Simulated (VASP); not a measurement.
Here is a VASP 6.6.1 calculation.

File INCAR:

```
SYSTEM = F
  ALGO = Normal
  EDIFF = 1E-6
  ENCUT = 520
  GGA = PS
  ISIF = 2
  ISMEAR = -1
  LASPH = .True.
  LCHARG = .False.
  LREAL = .False.
  LWAVE = .False.
  NBANDS = 10
  NELM = 100
  PREC = Accurate
  SIGMA = 0.08
```

The input KPOINTS:

```
k-points
0
Gamma
  19 19 19
  0 0 0
```

File POSCAR:

```
F
1.0
    0.0000000000      1.6191723469      1.6191723469
    1.6191723469      0.0000000000      1.6191723469
    1.6191723469      1.6191723469      0.0000000000
F
1
Direct
    0.0000000000      0.0000000000      0.0000000000
```

Potentials or basis: VASP PAW PBE potentials, release 64 (F).

Launch:

```bash
$ cat potpaw_PBE.64/F/POTCAR > POTCAR
$ mpirun -np 1 vasp_std > vasp.out
```

(1) Predict the pressure.

## Answers

(1) 6.2 GPa.

Caveat: the PAW data sets were made with another functional, which shifts forces and pressure a little; an odd number of electrons without spin polarisation forces a metal; a magnetic or distorted state may lie lower.
